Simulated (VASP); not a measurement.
# Na4C (Pm-3m) in VASP: single point with PBE

Aim: the single point of Na4C with PBE.

Program: VASP 6.6.1. These are calculated values, not measurements. Logs are shortened: lines on timing, memory, paths and dates and some standing lists are left out, and cuts for length are marked.

## 1. The cell of the first run

The structure is cubic, space group Pm-3m (No. 221). The conventional cell has a = 5.060 Å, b = 5.060 Å, c = 5.060 Å, α = 90.00°, β = 90.00°, γ = 90.00°. Na (site symmetry m-3m) has 12 Na at 3.58 Å and 8 C at 4.38 Å within 4.7 Å. Na (site symmetry 4/mmm) has 2 C at 2.53 Å within 3.3 Å. C (site symmetry m-3m) has 6 Na at 2.53 Å within 3.3 Å.

The cell was built from a structure type or drawn by symmetry, and may not be a known phase.

## 2. Single point, PBE, collinear spin

Contents of INCAR:

```
PREC     = Accurate       # precision mode
ENCUT    = 520            # plane-wave cutoff, eV
EDIFF    = 1E-6           # SCF threshold, eV
ISMEAR   = 0              # smearing method
SIGMA    = 0.1            # smearing width, eV
LREAL    = False          # projectors in reciprocal space
LASPH    = True           # aspherical terms in the spheres
NELM     = 150            # most SCF steps
ALGO     = Normal         # electronic algorithm
ISIF     = 2              # what is computed and relaxed
LWAVE    = False          # write WAVECAR
LCHARG   = True           # write CHGCAR
ISPIN    = 2              # spin polarisation
MAGMOM   = 0 0 0 0 0.5    # initial moments
LORBIT   = 11             # projections on sites
GGA      = PE             # functional
LELF     = True           # ELF
LVHAR    = True         
NBANDS   = 28             # bands
```

Contents of KPOINTS:

```
regular mesh
0
Gamma
  8 8 8
```

Contents of POSCAR:

```
Na4C
1.0
    5.0597242801      0.0000000000      0.0000000000
    0.0000000000      5.0597242801      0.0000000000
    0.0000000000      0.0000000000      5.0597242801
Na C
4 1
Direct
    0.0000000000      0.0000000000      0.0000000000
    0.5000000000      0.5000000000      0.0000000000
    0.5000000000      0.0000000000      0.5000000000
    0.0000000000      0.5000000000      0.5000000000
    0.5000000000      0.5000000000      0.5000000000
```

Potentials or basis: VASP PAW PBE potentials, release 64 (Na_pv, C).

The run is started by

```bash
cat potpaw_PBE.64/Na_pv/POTCAR potpaw_PBE.64/C/POTCAR > POTCAR
mpirun -np 1 vasp_std > vasp.out
```

OUTCAR:

```text
PREC = Accurate
   ENCUT = 520
   EDIFF = 1E-6
   ISMEAR = 0
   LREAL = False
   LASPH = True
   NELM = 150
   ISIF = 2
   ISPIN = 2
   LORBIT = 11
   GGA = PE

 ion  position               nearest neighbor table
   1  0.000  0.000  0.000-
   2  0.500  0.500  0.000-
   3  0.500  0.000  0.500-
   4  0.000  0.500  0.500-
   5  0.500  0.500  0.500-

  LATTYP: Found a simple cubic cell.
 ALAT       =     5.0597242801

  Lattice vectors:

 A1 = (   5.0597242801,   0.0000000000,   0.0000000000)
 A2 = (   0.0000000000,   5.0597242801,   0.0000000000)
 A3 = (   0.0000000000,   0.0000000000,   5.0597242801)

Analysis of symmetry for initial positions (statically):
=====================================================================
 Subroutine PRICEL returns:
 Original cell was already a primitive cell.

 Routine SETGRP: Setting up the symmetry group for a
 simple cubic supercell.

 Subroutine GETGRP returns: Found 48 space group operations
 (whereof 48 operations were pure point group operations)
 out of a pool of 48 trial point group operations.

The static configuration has the point symmetry O_h .

Analysis of symmetry for dynamics (positions and initial velocities):
=====================================================================
 Subroutine PRICEL returns:
 Original cell was already a primitive cell.

 Routine SETGRP: Setting up the symmetry group for a
 simple cubic supercell.

 Subroutine GETGRP returns: Found 48 space group operations
 (whereof 48 operations were pure point group operations)
 out of a pool of 48 trial point group operations.

The dynamic configuration has the point symmetry O_h .

Analysis of structural, dynamic, and magnetic symmetry:
=====================================================================
 Subroutine PRICEL returns:
 Original cell was already a primitive cell.

 Routine SETGRP: Setting up the symmetry group for a
 simple cubic supercell.

 Subroutine GETGRP returns: Found 48 space group operations
 (whereof 48 operations were pure point group operations)
 out of a pool of 48 trial point group operations.

The overall configuration has the point symmetry O_h .

 Subroutine INISYM returns: Found 48 space group operations
 (whereof 48 operations are pure point group operations),
 and found     1 'primitive' translations

----------------------------------------------------------------------------------------

                                     Primitive cell

  volume of cell :     129.5330

  direct lattice vectors                    reciprocal lattice vectors
     5.059724280  0.000000000  0.000000000     0.197639228  0.000000000  0.000000000
     0.000000000  5.059724280  0.000000000     0.000000000  0.197639228  0.000000000
     0.000000000  0.000000000  5.059724280     0.000000000  0.000000000  0.197639228

  length of vectors
     5.059724280  5.059724280  5.059724280     0.197639228  0.197639228  0.197639228

  position of ions in fractional coordinates (direct lattice)
     0.000000000  0.000000000  0.000000000
     0.500000000  0.500000000  0.000000000
     0.500000000  0.000000000  0.500000000
     0.000000000  0.500000000  0.500000000
     0.500000000  0.500000000  0.500000000

  ion indices of the primitive-cell ions
   primitive index   ion index
                 1           1
                 2           2
                 3           3
                 4           4
                 5           5

----------------------------------------------------------------------------------------

 KPOINTS: regular mesh

Automatic generation of k-mesh.
 Grid dimensions read from file:
 generate k-points for:    8    8    8

 Generating k-lattice:

  Cartesian coordinates                     Fractional coordinates (reciprocal lattice)
     0.024704903  0.000000000  0.000000000     0.125000000  0.000000000  0.000000000
     0.000000000  0.024704903  0.000000000     0.000000000  0.125000000  0.000000000
     0.000000000  0.000000000  0.024704903     0.000000000  0.000000000  0.125000000

  Length of vectors
     0.024704903  0.024704903  0.024704903

  Shift w.r.t. Gamma in fractional coordinates (k-lattice)
     0.000000000  0.000000000  0.000000000

 Subroutine IBZKPT returns following result:
 ===========================================

 Found     35 irreducible k-points:

 Following reciprocal coordinates:
            Coordinates               Weight
  0.000000  0.000000  0.000000      1.000000
  0.125000  0.000000  0.000000      6.000000
  0.250000  0.000000  0.000000      6.000000
  0.375000  0.000000  0.000000      6.000000
  0.500000  0.000000  0.000000      3.000000
  0.125000  0.125000  0.000000     12.000000
[... 16 lines left out ...]
  0.375000  0.375000  0.125000     24.000000
  0.500000  0.375000  0.125000     24.000000
 [... further k-points ...]
   k-points           NKPTS =     35   k-points in BZ     NKDIM =     35   number of bands    NBANDS=     28
   number of dos      NEDOS =    301   number of ions     NIONS =      5
   total plane-waves  NPLWV =  64000
   dimension x,y,z NGX =    40 NGY =   40 NGZ =   40
   dimension x,y,z NGXF=    80 NGYF=   80 NGZF=   80
   ions per type =               4   1
   NGX,Y,Z   is equivalent  to a cutoff of  13.14, 13.14, 13.14 a.u.
   NGXF,Y,Z  is equivalent  to a cutoff of  26.29, 26.29, 26.29 a.u.
 SYSTEM =  unknown system
   PREC   = accura    normal or accurate (medium, high low for compatibility)
   ISTART =      0    job   : 0-new  1-cont  2-samecut
   ICHARG =      2    charge: 1-file 2-atom 10-const
   ISPIN  =      2    spin polarized calculation?
   LNONCOLLINEAR =      F non collinear calculations
   LSORBIT =      F    spin-orbit coupling
   LASPH  =      T    aspherical Exc in radial PAW
   ENCUT  =  520.0 eV  38.22 Ry    6.18 a.u.   9.41  9.41  9.41*2*pi/ulx,y,z
   NELM   =    150;   NELMIN=  2; NELMDL= -5     # of ELM steps
   EDIFF  = 0.1E-05   stopping-criterion for ELM
   LREAL  =      F    real-space projection
   EDIFFG = 0.1E-04   stopping-criterion for IOM
   NSW    =      0    number of steps for IOM
   IBRION =     -1    ionic relax: 0-MD 1-quasi-New 2-CG
   NFREE  =      0    steps in history (QN), initial steepest desc. (CG)
   ISIF   =      2    stress and relaxation
   ISYM   =      2    0-nonsym 1-usesym 2-fastsym
   POTIM  = 0.5000    time-step for ionic-motion
   TEBEG  =    0.0;   TEEND  =   0.0 temperature during run
   PSTRESS=    0.0 pullay stress
   NELECT =      32.0000    total number of electrons
   NUPDOWN=      -1.0000    fix difference up-down
   EMIN   =  10.00;   EMAX   =-10.00  energy-range for DOS
   EFERMI =   0.00;   METHOD = LEGACY
   ISMEAR =     0;   SIGMA  =   0.10  broadening in eV -4-tet -1-fermi 0-gaus
   EFERMI_NEDOS =   21; number of points for ismear=-14 and -15
   IALGO  =     38    algorithm
   IMIX   =      4    mixing-type and parameters
     AMIX     =   0.40;   BMIX     =  1.00
     AMIX_MAG =   1.60;   BMIX_MAG =  1.00
  volume/ion in A,a.u.               =      25.91       174.83
  Fermi-wavevector in a.u.,A,eV,Ry     =   1.027223  1.941170 14.356686  1.055187
  Thomas-Fermi vector in A             =   2.161156
   LORBIT       =     11    0 simple, 1 ext, 2 COOP (PROOUT), +10 PAW based schemes
   GGA     = PE    functional components
   LHFCALC =     F    Hartree Fock is set to
   AEXX    =    0.0000 exact exchange contribution
   IVDW    =     0    specifies the selected vdW correction
   LEPSILON=     F    determine dielectric tensor
   LRPA    =     F    only Hartree local field effects (RPA)
 spin polarized calculation
 Gauss-broadening in eV      SIGMA  =   0.10
  energy-cutoff  :      520.00
  volume of cell :      129.53
 maximum number of plane-waves:      3532
 NGX is ok and might be reduce to    40
   NGX = 19   NGY = 19   NGZ = 19

 number of electron      31.9999932 magnetization       0.2376357

 Free energy of the ion-electron system (eV)
  ---------------------------------------------------
  ext. energy  EPLUGINS =         0.00000000
  ---------------------------------------------------
  free energy    TOTEN  =       -10.70440299 eV

  energy without entropy =      -10.68858072  energy(sigma->0) =      -10.69649186

 E-fermi :   0.7079     XC(G=0):  -7.2443

 val. band max:        0.7070578444   @ k =   0.2500   0.2500   0.0000
 cond. band min:       0.7186198126   @ k =   0.3750   0.1250   0.0000
 fundamental gap:      0.0115619682
 Fermi energy:         0.7079355572

 spin component 1

 k-point     1 :       0.0000    0.0000    0.0000
  band No.  band energies     occupation
      1     -24.8161      1.00000
      2     -24.8161      1.00000
      3     -24.8161      1.00000
      4     -23.0027      1.00000
      5     -23.0027      1.00000
      6     -23.0027      1.00000
[... 20 lines left out ...]
     27       9.2319      0.00000
[... 691 lines left out ...]
      6     -23.0032      1.00000
[... 20 lines left out ...]
     27       9.8702      0.00000
     28      10.5267      0.00000

 [... further k-points ...]

 spin component 2

 k-point     1 :       0.0000    0.0000    0.0000
  band No.  band energies     occupation
      1     -24.8246      1.00000
      2     -24.8246      1.00000
      3     -24.8246      1.00000
      4     -23.0048      1.00000
      5     -23.0048      1.00000
      6     -23.0048      1.00000
[... 20 lines left out ...]
     27       9.1392      0.00000
[... 691 lines left out ...]
      6     -23.0055      1.00000
[... 20 lines left out ...]
     27       9.9704      0.00000
     28      10.4164      0.00000

 [... further k-points ...]

------------------------ aborting loop because EDIFF is reached ----------------------------------------

  FORCE on cell =-STRESS in cart. coord.  units (eV):
  Direction    XX          YY          ZZ          XY          YZ          ZX
  --------------------------------------------------------------------------------------
  -------------------------------------------------------------------------------------
  Total        0.0530127      0.0530127      0.0530127     -0.0000000      0.0000000      0.0000000
  in kB        0.6557076      0.6557076      0.6557076     -0.0000000      0.0000000      0.0000000
  external PRESSURE =       0.6557076 kB  Pullay stress =       0.0000000 kB

 VOLUME and BASIS-vectors are now :
 -----------------------------------------------------------------------------
  energy-cutoff  :      520.00
  volume of cell :      129.53
      direct lattice vectors                 reciprocal lattice vectors
     5.059724280  0.000000000  0.000000000     0.197639228  0.000000000  0.000000000
     0.000000000  5.059724280  0.000000000     0.000000000  0.197639228  0.000000000
     0.000000000  0.000000000  5.059724280     0.000000000  0.000000000  0.197639228

 POSITION                                       TOTAL-FORCE (eV/Angst)
 -----------------------------------------------------------------------------------
      0.00000      0.00000      0.00000         0.000000      0.000000      0.000000
      2.52986      2.52986      0.00000         0.000000      0.000000      0.000000
      2.52986      0.00000      2.52986         0.000000      0.000000      0.000000
      0.00000      2.52986      2.52986         0.000000      0.000000      0.000000
      2.52986      2.52986      2.52986         0.000000      0.000000      0.000000
 -----------------------------------------------------------------------------------
    total drift:                               -0.000000      0.000000     -0.000000

  FREE ENERGIE OF THE ION-ELECTRON SYSTEM (eV)
  ---------------------------------------------------
  free  energy   TOTEN  =       -10.7044029933 eV

  energy  without entropy=      -10.6885807176  energy(sigma->0) =      -10.69649186

 total charge

# of ion       s       p       d       tot
------------------------------------------
    1        0.085   5.962   0.000   6.047
    2        0.100   5.988   0.000   6.087
    3        0.100   5.988   0.000   6.087
    4        0.100   5.988   0.000   6.087
    5        0.942   1.177   0.000   2.119
--------------------------------------------------
tot          1.326  25.102   0.000  26.429

 magnetization (x)

# of ion       s       p       d       tot
------------------------------------------
    1       -0.007  -0.003   0.000  -0.010
    2       -0.002   0.002   0.000  -0.000
    3       -0.002   0.002   0.000  -0.000
    4       -0.002   0.002   0.000  -0.000
    5        0.006   0.168   0.000   0.174
--------------------------------------------------
tot         -0.008   0.171   0.000   0.163
```

It took 3 min on 1 thread of AMD EPYC 9R45 (Zen 5), shared host; peak memory 0.35 GiB.

Results:

```yaml
Free_energy: -10.7044 eV
Pressure: 0.1 GPa
Net_moment: 0.24 μB per cell
Site_moments: Na -0.01, -0.00 (each value once); C +0.17 μB
Valence_electrons_inside_the_program's_atomic_spheres: Na 6.05, 6.09 (each value once); C 2.12
```

Levels at points of the mesh, in eV from the Fermi level:
Spin up:
```
           k point  band 12  band 13  band 14  band 15  band 16  band 17  band 18  band 19  band 20  band 21
(0.00, 0.00, 0.00)   -23.55    -8.45    -1.88    -0.46    -0.46    -0.46     3.03     3.03     4.12     4.12
(0.50, 0.00, 0.00)   -23.55    -8.33    -2.28    -0.31    -0.31     0.19     1.05     3.63     3.63     3.77
(0.50, 0.50, 0.00)   -23.54    -8.22    -1.48    -1.48    -0.28    -0.21     2.14     2.14     3.03     4.85
(0.50, 0.50, 0.50)   -23.54    -8.12    -1.01    -1.01    -1.01     1.04     1.04     1.04     1.27     4.75
```
Spin down:
```
           k point  band 12  band 13  band 14  band 15  band 16  band 17  band 18  band 19  band 20  band 21
(0.00, 0.00, 0.00)   -23.55    -8.05    -1.98    -0.16    -0.16    -0.16     2.87     2.87     4.10     4.10
(0.50, 0.00, 0.00)   -23.55    -7.92    -2.27     0.02     0.02     0.09     1.26     3.53     3.53     3.58
(0.50, 0.50, 0.00)   -23.53    -7.80    -1.33    -1.33    -0.42     0.14     2.21     2.21     3.01     4.71
(0.50, 0.50, 0.50)   -23.53    -7.70    -0.75    -0.75    -0.75     0.89     0.89     0.89     1.14     4.82
```
